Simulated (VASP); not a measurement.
EuHg2:

```
CELL_PARAMETERS angstrom
4.97000 0.00000 0.00000
-2.48500 4.30415 0.00000
0.00000 0.00000 3.70500
ATOMIC_POSITIONS crystal
Eu 0.00000 0.00000 0.00000
Hg 0.33333 0.66667 0.50000
Hg 0.66667 0.33333 0.50000
```

Base run:

```yaml
Program: VASP 6.6.1
Functional: LDA
Potentials_or_basis: VASP PAW PBE potentials, release 64 (Eu, Hg)
Cutoff: 520 eV
k_mesh: 6 × 6 × 7
Occupations: fermi-dirac, width 0.05 eV
Spin: collinear spin, ferromagnetic start
Starting_moments: "[7.0, 0.0, 0.0] μB"
Hubbard_terms: Eu f U = 6.0 eV
```

Its results: pressure -2.0 GPa; net moment 7.28 μB per cell; site moments Eu +6.78; Hg +0.02 μB.

The run is repeated on the same cell with these changes: hubbard terms from Eu f U = 6.0 eV to Eu f U = 4.0 eV. What comes out?

Pressure -2.5 GPa; net moment 7.20 μB per cell; site moments Eu +6.74; Hg +0.01 μB.

Caveats: the PAW data sets were made with another functional, which shifts forces and pressure a little.
